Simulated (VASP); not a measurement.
# PbSe (Pm-3m) in VASP: further runs

PbSe is run at these levels: LDA, PBE; tasks: vibrations by perturbation theory, elastic constants.

Program: VASP 6.6.1. These are calculated values, not measurements. Logs are shortened: lines on timing, memory, paths and dates and some standing lists are left out, and cuts for length are marked.

**1. The cell of the first run**

Symmetry: Pm-3m, No. 221, cubic system. The conventional cell has a = 3.784 Å, b = 3.784 Å, c = 3.784 Å, α = 90.00°, β = 90.00°, γ = 90.00°. Pb (site symmetry m-3m) has 8 Se at 3.28 Å and 6 Pb at 3.78 Å within 4.3 Å. Se (site symmetry m-3m) has 8 Pb at 3.28 Å and 6 Se at 3.78 Å within 4.3 Å.

**2. Vibrations by perturbation theory, LDA**

Input file INCAR:

```
SYSTEM = PbSe
PREC = Accurate
ENCUT = 520
EDIFF = 1E-8
ISMEAR = -1
SIGMA = 0.05
LREAL = .FALSE.
LASPH = .TRUE.
NELM = 100
ALGO = Normal
ISIF = 2
LWAVE = .FALSE.
LCHARG = .TRUE.
GGA = CA
NBANDS = 17
IBRION = 8
NSW = 1
```

Input file KPOINTS:

```
regular mesh
0
G
  5 5 5
  0 0 0
```

Input file POSCAR:

```
PbSe
1.0
    3.7843220000      0.0000000000      0.0000000000
    0.0000000000      3.7843220000      0.0000000000
    0.0000000000      0.0000000000      3.7843220000
Pb Se
1 1
Direct
    0.0000000000      0.0000000000      0.0000000000
    0.5000000000      0.5000000000      0.5000000000
```

Potentials or basis: VASP PAW LDA potentials, release 64 (Pb_d, Se).

Command:

```sh
$ cat potpaw_LDA.64/Pb_d/POTCAR potpaw_LDA.64/Se/POTCAR > POTCAR
$ mpirun -np 1 vasp_std > vasp.out
```

OUTCAR:

```text
SYSTEM = PbSe
   PREC = Accurate
   ENCUT = 520
   EDIFF = 1E-8
   ISMEAR = -1
   LREAL = .FALSE.
   LASPH = .TRUE.
   NELM = 100
   ISIF = 2
   GGA = CA
   IBRION = 8
   NSW = 1

 ion  position               nearest neighbor table
   1  0.000  0.000  0.000-   2 3.28   2 3.28   2 3.28   2 3.28   2 3.28   2 3.28   2 3.28   2 3.28

   2  0.500  0.500  0.500-   1 3.28   1 3.28   1 3.28   1 3.28   1 3.28   1 3.28   1 3.28   1 3.28

  LATTYP: Found a simple cubic cell.
 ALAT       =     3.7843220000

  Lattice vectors:

 A1 = (   3.7843220000,   0.0000000000,   0.0000000000)
 A2 = (   0.0000000000,   3.7843220000,   0.0000000000)
 A3 = (   0.0000000000,   0.0000000000,   3.7843220000)

Analysis of symmetry for initial positions (statically):
=====================================================================
 Subroutine PRICEL returns:
 Original cell was already a primitive cell.

 Routine SETGRP: Setting up the symmetry group for a
 simple cubic supercell.

 Subroutine GETGRP returns: Found 48 space group operations
 (whereof 48 operations were pure point group operations)
 out of a pool of 48 trial point group operations.

The static configuration has the point symmetry O_h .

Analysis of symmetry for dynamics (positions and initial velocities):
=====================================================================
 Subroutine PRICEL returns:
 Original cell was already a primitive cell.

 Routine SETGRP: Setting up the symmetry group for a
 simple cubic supercell.

 Subroutine GETGRP returns: Found 48 space group operations
 (whereof 48 operations were pure point group operations)
 out of a pool of 48 trial point group operations.

The dynamic configuration has the point symmetry O_h .

 Subroutine INISYM returns: Found 48 space group operations
 (whereof 48 operations are pure point group operations),
 and found     1 'primitive' translations

----------------------------------------------------------------------------------------

                                     Primitive cell

  volume of cell :      54.1956

  direct lattice vectors                    reciprocal lattice vectors
     3.784322000  0.000000000  0.000000000     0.264248127  0.000000000  0.000000000
     0.000000000  3.784322000  0.000000000     0.000000000  0.264248127  0.000000000
     0.000000000  0.000000000  3.784322000     0.000000000  0.000000000  0.264248127

  length of vectors
     3.784322000  3.784322000  3.784322000     0.264248127  0.264248127  0.264248127

  position of ions in fractional coordinates (direct lattice)
     0.000000000  0.000000000  0.000000000
     0.500000000  0.500000000  0.500000000

  ion indices of the primitive-cell ions
   primitive index   ion index
                 1           1
                 2           2

----------------------------------------------------------------------------------------

 KPOINTS: regular mesh

Automatic generation of k-mesh.
 Grid dimensions read from file:
 generate k-points for:    5    5    5

 Generating k-lattice:

  Cartesian coordinates                     Fractional coordinates (reciprocal lattice)
     0.052849625  0.000000000  0.000000000     0.200000000  0.000000000  0.000000000
     0.000000000  0.052849625  0.000000000     0.000000000  0.200000000  0.000000000
     0.000000000  0.000000000  0.052849625     0.000000000  0.000000000  0.200000000

  Length of vectors
     0.052849625  0.052849625  0.052849625

  Shift w.r.t. Gamma in fractional coordinates (k-lattice)
     0.000000000  0.000000000  0.000000000

 Subroutine IBZKPT returns following result:
 ===========================================

 Found     10 irreducible k-points:
[... 54 lines left out ...]
  Thomas-Fermi vector in A             =   2.310658
   LORBIT       =      0    0 simple, 1 ext, 2 COOP (PROOUT), +10 PAW based schemes
   GGA     = CA    functional components
   LHFCALC =     F    Hartree Fock is set to
   AEXX    =    0.0000 exact exchange contribution
   IVDW    =     0    specifies the selected vdW correction
   LEPSILON=     F    determine dielectric tensor
   LRPA    =     F    only Hartree local field effects (RPA)
 non-spin polarized calculation
  energy-cutoff  :      520.00
  volume of cell :       54.20
 maximum number of plane-waves:      1472
   NGX = 15   NGY = 15   NGZ = 15

--------------------------------------- Ionic step        1  -------------------------------------------

 number of electron      20.0000006 magnetization

 Free energy of the ion-electron system (eV)
  ---------------------------------------------------
  ext. energy  EPLUGINS =         0.00000000
  ---------------------------------------------------
  free energy    TOTEN  =        -8.95437910 eV

  energy without entropy =       -8.94261251  energy(sigma->0) =       -8.94849581

 E-fermi :   5.2386     XC(G=0): -10.2335

 val. band max:        5.1559085919   @ k =   0.4000   0.4000   0.0000
 cond. band min:       5.3228862985   @ k =   0.4000   0.4000   0.4000
 fundamental gap:      0.1669777066
 Fermi energy:         5.2386224173

 k-point     1 :       0.0000    0.0000    0.0000
  band No.  band energies     occupation
      1     -11.6988      2.00000
      2     -11.6988      2.00000
      3     -11.5488      2.00000
      4     -11.5488      2.00000
      5     -11.5488      2.00000
      6      -8.0080      2.00000
[... 179 lines left out ...]
      6      -6.1567      2.00000
[... 9 lines left out ...]
     16      17.6028      0.00000
     17      21.2958      0.00000

------------------------ aborting loop because EDIFF is reached ----------------------------------------

  FORCE on cell =-STRESS in cart. coord.  units (eV):
  Direction    XX          YY          ZZ          XY          YZ          ZX
  --------------------------------------------------------------------------------------
  -------------------------------------------------------------------------------------
  Total       -1.4914532     -1.4914532     -1.4914532     -0.0000000      0.0000000     -0.0000000
  in kB      -44.0916120    -44.0916120    -44.0916120     -0.0000000      0.0000000     -0.0000000
  external PRESSURE =     -44.0916120 kB  Pullay stress =       0.0000000 kB

 VOLUME and BASIS-vectors are now :
 -----------------------------------------------------------------------------
  energy-cutoff  :      520.00
  volume of cell :       54.20
      direct lattice vectors                 reciprocal lattice vectors
     3.784322000  0.000000000  0.000000000     0.264248127  0.000000000  0.000000000
     0.000000000  3.784322000  0.000000000     0.000000000  0.264248127  0.000000000
     0.000000000  0.000000000  3.784322000     0.000000000  0.000000000  0.264248127

 POSITION                                       TOTAL-FORCE (eV/Angst)
 -----------------------------------------------------------------------------------
      0.00000      0.00000      0.00000         0.000000      0.000000      0.000000
      1.89216      1.89216      1.89216         0.000000      0.000000      0.000000
 -----------------------------------------------------------------------------------
    total drift:                               -0.000000      0.000000     -0.000000

  FREE ENERGIE OF THE ION-ELECTRON SYSTEM (eV)
  ---------------------------------------------------
  free  energy   TOTEN  =        -8.9543791036 eV

  energy  without entropy=       -8.9426125098  energy(sigma->0) =       -8.94849581

[... ionic steps 2 to 3 ...]

--------------------------------------- Ionic step        4  -------------------------------------------

------------------------ aborting loop because EDIFF is reached ----------------------------------------

[... ionic steps 5 to 6 ...]

--------------------------------------- Ionic step        7  -------------------------------------------

 Free energy of the ion-electron system (eV)
  ---------------------------------------------------
  ---------------------------------------------------
  free energy    TOTEN  =        -0.08419648 eV

  energy without entropy =       -0.08419651

------------------------ aborting loop because EDIFF is reached ----------------------------------------

 INTERNAL STRAIN TENSOR  FOR ION    2  DIRECTION 1   (eV/Angst):
 -----------------------------------------------------------------------------
    -0.02879  0.00000 -0.00000
    -0.00000  0.01856 -0.00000
    -0.00000 -0.00000  0.01856

 INTERNAL STRAIN TENSOR FOR ION    2 for displacements in x,y,z  (eV/Angst):
          X           Y           Z          XY          YZ          ZX
  --------------------------------------------------------------------------------
  x     0.00000     0.00000     0.00000     0.00000     0.00000     0.00000
  y     0.00000     0.00000     0.00000     0.00000     0.00000     0.00000
  z     0.00000     0.00000     0.00000     0.00000     0.00000     0.00000

 SECOND DERIVATIVES (NOT SYMMETRIZED)
 ------------------------------------
               1X          1Y          1Z          2X          2Y          2Z
  1X     1.307973   -0.000000    0.000000   -1.307973    0.000000    0.000000
  1Y     0.000000    1.307973   -0.000000    0.000000   -1.307973    0.000000
  1Z    -0.000000    0.000000    1.307973    0.000000    0.000000   -1.307973
  2X    -1.317442   -0.000000   -0.000000    1.317442    0.000000    0.000000
  2Y    -0.000000   -1.317442    0.000000    0.000000    1.317442   -0.000000
  2Z    -0.000000   -0.000000   -1.317442    0.000000    0.000000    1.317442

 Eigenvectors and eigenvalues of the dynamical matrix
 ----------------------------------------------------

   1 f  =    0.003816 THz     0.023976 2PiTHz    0.127282 cm-1     0.015781 meV
             X         Y         Z           dx          dy          dz
      0.000000  0.000000  0.000000    -0.000000   -0.851768    0.000000
      1.892161  1.892161  1.892161    -0.000000   -0.523920    0.000000
[... 21 lines left out ...]
   6 f/i=    2.370784 THz    14.896073 2PiTHz   79.080830 cm-1     9.804769 meV
             X         Y         Z           dx          dy          dz
      0.000000  0.000000  0.000000     0.000000   -0.523920    0.000000
      1.892161  1.892161  1.892161     0.000000    0.851768    0.000000

--------------------------------------------------------------------------------------------------------

 ELASTIC MODULI CONTR FROM IONIC RELAXATION (kBar)
 Direction    XX          YY          ZZ          XY          YZ          ZX
 --------------------------------------------------------------------------------
 XX           0.0000      0.0000      0.0000      0.0000      0.0000      0.0000
 YY           0.0000      0.0000      0.0000      0.0000      0.0000      0.0000
 ZZ           0.0000      0.0000      0.0000      0.0000      0.0000      0.0000
 XY           0.0000      0.0000      0.0000      0.0000      0.0000      0.0000
 YZ           0.0000      0.0000      0.0000      0.0000      0.0000      0.0000
 ZX           0.0000      0.0000      0.0000      0.0000      0.0000      0.0000
 --------------------------------------------------------------------------------
```

Wall time 88 s (1 thread of Intel Xeon 8259CL, shared host); peak memory 0.19 GiB.

Results:

* Highest phonon frequency at Γ, LO-TO splitting left out: 0 cm⁻¹
* Most unstable mode: 79i cm⁻¹

Phonon frequencies in cm⁻¹ (negative: imaginary):
| q point | frequencies |
| --- | --- |
| (0.000, 0.000, 0.000) | -79 -79 -79 0 0 0 |

Caveat: the cell stands under pressure or tension, which shifts response properties; some modes are imaginary; spin-orbit coupling is left out, which moves the levels of the heavy elements.

**3. Elastic constants, LDA**

Input file INCAR:

```
SYSTEM = PbSe
PREC = Accurate
ENCUT = 600
EDIFF = 1E-8
ISMEAR = -1
SIGMA = 0.05
LREAL = .False.
LASPH = .True.
NELM = 100
ALGO = Normal
ISIF = 3
LWAVE = .False.
LCHARG = .False.
NBANDS = 17
IBRION = 6
NFREE = 2
POTIM = 0.015
NSW = 1
```

Input file KPOINTS:

```
Automatic mesh
0
Gamma
  5 5 5
  0 0 0
```

POSCAR is that of step 2.

Potentials or basis: VASP PAW LDA potentials, release 64 (Pb_d, Se).

Command:

```sh
$ cat potpaw_LDA.64/Pb_d/POTCAR potpaw_LDA.64/Se/POTCAR > POTCAR
$ mpirun -np 1 vasp_std > vasp.out
```

Run time: 7.1 min. Hardware: 1 thread of Intel Xeon 8259CL, shared host; peak memory 0.23 GiB.

The run converged. Its results:

```
Elastic constants C11, C12, C44                         : 62, 37, -3 GPa
Voigt bulk modulus                                      : 45 GPa
Highest phonon frequency at Γ, LO-TO splitting left out : 0 cm⁻¹
Most unstable mode                                      : 79i cm⁻¹
```

Phonon frequencies in cm⁻¹ (negative: imaginary):
```csv
q point,frequencies
"(0.000, 0.000, 0.000)",-79 -79 -79 0 0 0
```

Elastic tensor in Voigt notation (GPa, in the Cartesian axes of the cell as first typed):
```
62 37 37  0  0  0
37 62 37  0  0  0
37 37 62  0  0  0
 0  0  0 -3  0  0
 0  0  0  0 -3  0
 0  0  0  0  0 -3
```

Clamped-ion elastic tensor (GPa):
```
62 37 37  0  0  0
37 62 37  0  0  0
37 37 62  0  0  0
 0  0  0 -3  0  0
 0  0  0  0 -3  0
 0  0  0  0  0 -3
```

Caveat: the cell is under stress, which shifts elastic constants; some modes are imaginary; the elastic tensor has a negative eigenvalue, so either the cell is unstable as it stands or the mesh is too thin; spin-orbit coupling is left out, which moves the levels of the heavy elements.

**4. Vibrations by perturbation theory, PBE**

Input file INCAR:

```
ALGO = Normal
EDIFF = 1E-8
ENCUT = 520
GGA = PE
IBRION = 8
ISIF = 2
ISMEAR = -1
LASPH = T
LCHARG = F
LREAL = F
LWAVE = F
NELM = 80
NSW = 1
PREC = Accurate
SIGMA = 0.05
```

Input file KPOINTS:

```
k-points
0
Gamma
  5 5 5
```

POSCAR is that of step 3.

Potentials or basis: VASP PAW PBE potentials, release 64 (Pb_d, Se).

Command:

```sh
$ cat potpaw_PBE.64/Pb_d/POTCAR potpaw_PBE.64/Se/POTCAR > POTCAR
$ mpirun -np 1 vasp_std > vasp.out
```

OUTCAR:

```text
EDIFF = 1E-8
   ENCUT = 520
   GGA = PE
   IBRION = 8
   ISIF = 2
   ISMEAR = -1
   LASPH = T
   LREAL = F
   NELM = 80
   NSW = 1
   PREC = Accurate

 ion  position               nearest neighbor table
   1  0.000  0.000  0.000-   2 3.28   2 3.28   2 3.28   2 3.28   2 3.28   2 3.28   2 3.28   2 3.28

   2  0.500  0.500  0.500-   1 3.28   1 3.28   1 3.28   1 3.28   1 3.28   1 3.28   1 3.28   1 3.28

  LATTYP: Found a simple cubic cell.
 ALAT       =     3.7843220000

  Lattice vectors:

[... 408 lines left out ...]
  1X     1.026198   -0.000000    0.000000   -1.026198    0.000000   -0.000000
  1Y    -0.000000    1.026198    0.000000    0.000000   -1.026198    0.000000
  1Z     0.000000    0.000000    1.026198   -0.000000   -0.000000   -1.026198
  2X    -1.034644    0.000000    0.000000    1.034644   -0.000000    0.000000
  2Y    -0.000000   -1.034644    0.000000    0.000000    1.034644   -0.000000
  2Z     0.000000    0.000000   -1.034644   -0.000000    0.000000    1.034644

 Eigenvectors and eigenvalues of the dynamical matrix
 ----------------------------------------------------

   1 f  =    0.003841 THz     0.024136 2PiTHz    0.128135 cm-1     0.015887 meV
             X         Y         Z           dx          dy          dz
      0.000000  0.000000  0.000000    -0.849152    0.068155    0.000000
      1.892161  1.892161  1.892161    -0.522054    0.041901    0.000000
[... 21 lines left out ...]
   6 f/i=    2.100697 THz    13.199065 2PiTHz   70.071693 cm-1     8.687779 meV
             X         Y         Z           dx          dy          dz
      0.000000  0.000000  0.000000    -0.000000    0.000000   -0.523733
      1.892161  1.892161  1.892161    -0.000000    0.000000    0.851882

--------------------------------------------------------------------------------------------------------

 ELASTIC MODULI CONTR FROM IONIC RELAXATION (kBar)
 Direction    XX          YY          ZZ          XY          YZ          ZX
 --------------------------------------------------------------------------------
 XX           0.0000      0.0000      0.0000      0.0000      0.0000      0.0000
 YY           0.0000      0.0000      0.0000      0.0000      0.0000      0.0000
 ZZ           0.0000      0.0000      0.0000      0.0000      0.0000      0.0000
 XY           0.0000      0.0000      0.0000      0.0000      0.0000      0.0000
 YZ           0.0000      0.0000      0.0000      0.0000      0.0000      0.0000
 ZX           0.0000      0.0000      0.0000      0.0000      0.0000      0.0000
 --------------------------------------------------------------------------------
```

stdout:

```text
POSCAR found type information on POSCAR PbSe
 POSCAR found :  2 types and       2 ions
 scaLAPACK will be used
 LDA part: xc-table for (Slater+PW92), standard interpolation
 POSCAR, INCAR and KPOINTS ok, starting setup
 FFT: planning ... GRIDC
 FFT: planning ... GRID_SOFT
 FFT: planning ... GRID
 WAVECAR not read
 entering main loop
 Linear response reoptimize wavefunctions to high precision
 Linear response DOF=           2
 Linear response progress:
 first order change of Fermi-energy   0.37889E-03
 force on displaced ion       1 direction 1 :   1.026   0.000  -0.000
 Linear response progress:
 first order change of Fermi-energy  -0.19310E-03
 force on displaced ion       2 direction 1 :   1.035   0.000  -0.000
 Linear response finished
```

Run time: 66 s. Hardware: 1 thread of Intel Xeon Platinum 8259CL at 2.50GHz (Skylake/Cascade Lake), shared host; peak memory 0.2 GiB.

Results:

```yaml
Highest_phonon_frequency_at_Γ_LO-TO_splitting_left_out: 0 cm⁻¹
Most_unstable_mode: 70i cm⁻¹
```

Phonon frequencies in cm⁻¹ (negative: imaginary):
```
              q point        frequencies
(0.000, 0.000, 0.000)  -70 -70 -70 0 0 0
```

Caveat: some modes are imaginary; spin-orbit coupling is left out, which moves the levels of the heavy elements.

**5. Elastic constants, PBE**

Input file INCAR:

```
SYSTEM = PbSe
PREC = Accurate
ENCUT = 600
EDIFF = 1E-8
ISMEAR = -1
SIGMA = 0.05
LREAL = .False.
LASPH = .True.
NELM = 60
ALGO = Normal
ISIF = 3
LWAVE = .False.
LCHARG = .False.
GGA = PE
NBANDS = 17
IBRION = 6
NFREE = 2
POTIM = 0.015
NSW = 1
```

Input file KPOINTS:

```
regular mesh
0
Gamma
  5 5 5
  0 0 0
```

POSCAR is that of step 4.

Command:

```sh
$ cat potpaw_PBE.64/Pb_d/POTCAR potpaw_PBE.64/Se/POTCAR > POTCAR
$ mpirun -np 1 vasp_std > vasp.out
```

It took 5.3 min on 1 thread of Intel Xeon Platinum 8259CL at 2.50GHz (Skylake/Cascade Lake), shared host; peak memory 0.24 GiB.

It converged, with:

- Elastic constants C11, C12, C44: 81, 35, 3 GPa
- Voigt bulk modulus: 50 GPa
- Highest phonon frequency at Γ, LO-TO splitting left out: 0 cm⁻¹
- Most unstable mode: 70i cm⁻¹

Phonon frequencies in cm⁻¹ (negative: imaginary):
```
              q point        frequencies
(0.000, 0.000, 0.000)  -70 -70 -70 0 0 0
```

Elastic tensor in Voigt notation (GPa, in the Cartesian axes of the cell as first typed):
```
81 35 35  0  0  0
35 81 35  0  0  0
35 35 81  0  0  0
 0  0  0  3  0  0
 0  0  0  0  3  0
 0  0  0  0  0  3
```

Clamped-ion elastic tensor (GPa):
```
81 35 35  0  0  0
35 81 35  0  0  0
35 35 81  0  0  0
 0  0  0  3  0  0
 0  0  0  0  3  0
 0  0  0  0  0  3
```

Caveat: some modes are imaginary; spin-orbit coupling is left out, which moves the levels of the heavy elements.
